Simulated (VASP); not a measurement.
Set up this calculation in VASP 6.6.1, as the native input.

- Task: electric field gradients
- Functional: LDA
- Potentials or basis: VASP PAW LDA potentials, release 64 (Mn_pv, Hg)
- Cutoff: 520 eV
- k mesh: 10 × 10 × 10
- Occupations: fermi-dirac, width 0.05 eV
- Spin: collinear spin, ferromagnetic start
- Starting moments: [4.0, 0.0] μB
- Dipole correction: no
- Further INCAR settings: ALGO = Normal; EDIFF = 1e-08; NBANDS = 24

The structure of MnHg lies in POSCAR:

```
MnHg
1.0
    3.2880000000      0.0000000000      0.0000000000
    0.0000000000      3.2880000000      0.0000000000
    0.0000000000      0.0000000000      3.3130000000
Mn Hg
1 1
Direct
    0.5000000000      0.5000000000      0.5000000000
    0.0000000000      0.0000000000      0.0000000000
```

One way to write it, as run:

INCAR

```
SYSTEM = MnHg
PREC = Accurate
ENCUT = 520
EDIFF = 1E-8
ISMEAR = -1
SIGMA = 0.05
LREAL = .FALSE.
LASPH = .TRUE.
NELM = 150
ALGO = Normal
ISIF = 2
LWAVE = .FALSE.
LCHARG = .FALSE.
ISPIN = 2
MAGMOM = 4 0
LORBIT = 11
LMAXMIX = 4
GGA = CA
LEFG = .TRUE.
NBANDS = 24
```

KPOINTS

```
Automatic mesh
0
G
  10 10 10
  0 0 0
```

Potentials or basis: VASP PAW LDA potentials, release 64 (Mn_pv, Hg).

Command:

```sh
$ cat potpaw_LDA.64/Mn_pv/POTCAR potpaw_LDA.64/Hg/POTCAR > POTCAR
$ mpirun -np 1 vasp_std > vasp.out
```

Results of the run:

The pressure is -8.6 GPa and the net moment is 3.71 μB per cell. The site moments are Mn +3.60; Hg -0.04 μB, the largest electric field gradient by atom is Mn +0.9; Hg -1.5 V/Å² and the valence electrons inside the program's atomic spheres are Mn 11.45; Hg 10.59.

Caveat: the cell stands under tension; without QUAD_EFG the Cq values of the log hold for a quadrupole moment of 1 mb, not for the nuclei.

Run time: 3.6 min on 1 thread of Intel Xeon 8259CL, on a shared host, peak memory 0.27 GiB.
